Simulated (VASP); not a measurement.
A run of VASP 6.6.1 is set up as follows.

Contents of INCAR:

```
SYSTEM = Ir4Cl
PREC = Accurate
ENCUT = 520
EDIFF = 1E-6
ISMEAR = 0
SIGMA = 0.1
LREAL = .FALSE.
LASPH = .TRUE.
NELM = 100
ALGO = Fast
ISIF = 2
LWAVE = .FALSE.
LCHARG = .FALSE.
LDIPOL = .TRUE.
IDIPOL = 3
DIPOL = 0.5 0.5 0.349
GGA = PE
NBANDS = 30
```

File KPOINTS:

```
regular mesh
0
G
  10 7 1
  0 0 0
```

File POSCAR:

```
Ir4Cl
1.0
    2.7367600872      0.0000000000      0.0000000000
    0.0000000000      3.8703632323      0.0000000000
    0.0000000000      0.0000000000     19.4599433730
Ir Cl
4 1
Direct
    0.5000000000      0.5000000000      0.2055504440
    0.0000000000      0.0000000000      0.2758682254
    0.5000000000      0.5000000000      0.3454282605
    0.0000000000      0.0000000000      0.4090424736
    0.5000000000      0.1250000000      0.5102915802
```

Potentials or basis: VASP PAW PBE potentials, release 64 (Ir, Cl).

Launch:

```sh
$ cat potpaw_PBE.64/Ir/POTCAR potpaw_PBE.64/Cl/POTCAR > POTCAR
$ mpirun -np 1 vasp_std > vasp.out
```

(1) What does it give for the band gap on the k mesh?

(2) Estimate the largest force.

Answers

(1) zero (an odd number of electrons rules out a gap without spin polarisation).

(2) 1.445 eV/Å.

Caveat: spin-orbit coupling is left out, which moves the levels of the heavy elements.
